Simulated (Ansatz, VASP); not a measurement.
# SbTe2O in VASP and in Ansatz

Contents of INCAR:

```
SYSTEM = SbTe2O
ALGO = Normal ; EDIFF = 1E-7
ENCUT = 520 ; GGA = PE
ISIF = 2 ; ISMEAR = 0
LASPH = .True. ; LCHARG = .False.
LREAL = .False. ; LWAVE = .False.
NBANDS = 20 ; NELM = 60
PREC = Accurate ; SIGMA = 0.1
```

File KPOINTS:

```
k-points
0
Gamma
  6 6 4
  0 0 0
```

POSCAR

```
SbTe2O
1.0
    4.7689183300      0.0000000000      0.0000000000
   -2.3844591700      4.1300044200      0.0000000000
    0.0000000000      0.0000000000      5.4779158000
Sb Te O
1 2 1
Direct
    0.0000000000      0.0000000000      0.0000000000
    0.3333333300      0.6666666700      0.0000000000
    0.6666666700      0.3333333300      0.0000000000
    0.0000000000      0.0000000000      0.5000000000
```

Input for Ansatz:

```yaml
crystal:
  lattice:
    - [4.76891833, 0.0, 0.0]
    - [-2.38445917, 4.13000442, 0.0]
    - [0.0, 0.0, 5.4779158]
  atoms:
    - { symbol: Sb, position: [0.0, 0.0, 0.0] }
    - { symbol: Te, position: [0.33333333, 0.66666667, 0.0] }
    - { symbol: Te, position: [0.66666667, 0.33333333, 0.0] }
    - { symbol: O, position: [0.0, 0.0, 0.5] }
basis:
  ecutwfc: 420
kpoints:
  mp_grid: { grid: [6, 6, 4] }
hamiltonian:
  xc: pbe
scf:
  occupations: { method: gaussian, width: 0.1 }
  lower_state_search: "off"
output:
  forces: true
  stress: true
  eigenvalues: true
```

Alike in both runs: task single point; functional PBE; k mesh 6 × 6 × 4; occupations gaussian, width 0.1 eV; no spin polarisation.

|  | VASP | Ansatz |
| --- | --- | --- |
| version | VASP 6.6.1 | Ansatz 0.2.0 |
| potentials or method | VASP PAW PBE potentials, release 64 (Sb, Te, O), cutoff 520 eV | scalar-relativistic, plane waves, PAW |
| valence electrons in the cell | 23 | 53 |

|  | VASP | Ansatz | Ansatz less VASP |
| --- | --- | --- | --- |
| gap on the k mesh at the Fermi level (eV) | none | none | - |
| pressure (GPa) | 20.0 | 19.9 | -0.12 |
| traceless stress, the component that is largest in VASP (GPa) | -36.55 | -36.36 | +0.190 |

A gap of «none» marks a metal or a gap that the smearing closes. With one functional, cell and mesh, what is left measures potentials, basis and numerics. VASP's potentials hold 23 valence electrons a cell and Ansatz's 53, so a difference there can come from the potentials and not from the codes.

Spin-orbit coupling is off throughout.
